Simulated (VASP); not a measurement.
Write the native input for VASP 6.6.1 that does the following.

```
Task                   : single point
Functional             : PBE
Potentials or basis    : VASP PAW PBE potentials, release 64 (Si, C)
Cutoff                 : 520 eV
k mesh                 : 10 × 10 × 10
Occupations            : fermi-dirac, width 0.02 eV
Spin                   : no spin polarisation
Dipole correction      : no
Further INCAR settings : ALGO = Normal; EDIFF = 1e-06; NBANDS = 11
```

The structure of SiC lies in POSCAR:

```
SiC
1.0
    0.0174216866      2.1736935141      2.1736935141
    2.1736935141      0.0174216866      2.1736935141
    2.1736935141      2.1736935141      0.0174216866
Si C
1 1
Direct
    0.0003774063      0.0003774063      0.0003774063
    0.2496225937      0.2496225937      0.2496225937
```

This cell differs from its parent crystal: epitaxial 111 strain -1.0%.

These files were run (other wordings do the same):

INCAR

```
SYSTEM = SiC
PREC = Accurate
ENCUT = 520
EDIFF = 1E-6
ISMEAR = -1
SIGMA = 0.02
LREAL = .FALSE.
LASPH = .TRUE.
NELM = 100
ALGO = Normal
ISIF = 2
LWAVE = .FALSE.
LCHARG = .FALSE.
GGA = PE
NBANDS = 11
```

KPOINTS

```
regular mesh
0
G
  10 10 10
  0 0 0
```

Potentials or basis: VASP PAW PBE potentials, release 64 (Si, C).

The run is started by

```bash
$ cat potpaw_PBE.64/Si/POTCAR potpaw_PBE.64/C/POTCAR > POTCAR
$ mpirun -np 1 vasp_std > vasp.out
```

It gave:

```json
{
  "Pressure": "7.8 GPa",
  "Largest force": "0.013 eV/Å",
  "Band gap on the k mesh": "1.29 eV (least direct gap 4.48 eV)"
}
```

Caveat: the cell differs from its parent crystal (epitaxial 111 strain -1.0%); the cell stands under pressure.

Wall time 9.4 s on 1 thread of Intel(R) Xeon(R) Platinum 8488C (Sapphire Rapids), on a shared host, peak memory 0.14 GiB.
